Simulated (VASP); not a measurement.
## Sb: single point with LDA

Crystal: Sb.

```xyz
4
Lattice="-3.9477 3.9477 1.9841 3.9477 -3.9477 1.9841 3.9477 3.9477 -1.9841" Properties=species:S:1:pos:R:3 pbc="T T T"
Sb    1.1943    5.1420    0.0000
Sb    2.7534    1.1943    0.0000
Sb    2.7534   -1.1943    1.9841
Sb    1.1943    2.7534    1.9841
```

- Program: VASP 6.6.1
- Task: single point
- Functional: LDA
- Potentials or basis: VASP PAW LDA potentials, release 64 (Sb)
- Cutoff: 520 eV
- k mesh: 7 × 7 × 7
- Occupations: fermi-dirac, width 0.05 eV
- Spin: no spin polarisation

| Property | Result |
| --- | --- |
| Pressure | 1.8 GPa |
| Largest force | 0.058 eV/Å |
| Band gap on the k mesh | zero (bands 10 and 11 overlap by 1.59 eV) |

Forces in eV/Å, atoms in the order of the input:
```
Sb   0.041  0.041  0.000
Sb  -0.041  0.041  0.000
Sb  -0.041 -0.041  0.000
Sb   0.041 -0.041  0.000
```

Stress tensor (GPa, compression positive):
```
1.41 0.00 0.00
0.00 1.41 0.00
0.00 0.00 2.56
```

Levels at points of the mesh, in eV from the Fermi level:
| k point | band 8 | band 9 | band 10 | band 11 | band 12 | band 13 |
| --- | --- | --- | --- | --- | --- | --- |
| (0.00, 0.00, 0.00) | -1.12 | -1.12 | -1.01 | -1.01 | -0.35 | 2.61 |

Wall time 2.6 min on 1 thread of Intel Xeon 8259CL (shared host), peak memory 0.27 GiB.

Caveat: spin-orbit coupling is left out, which moves the levels of the heavy elements.
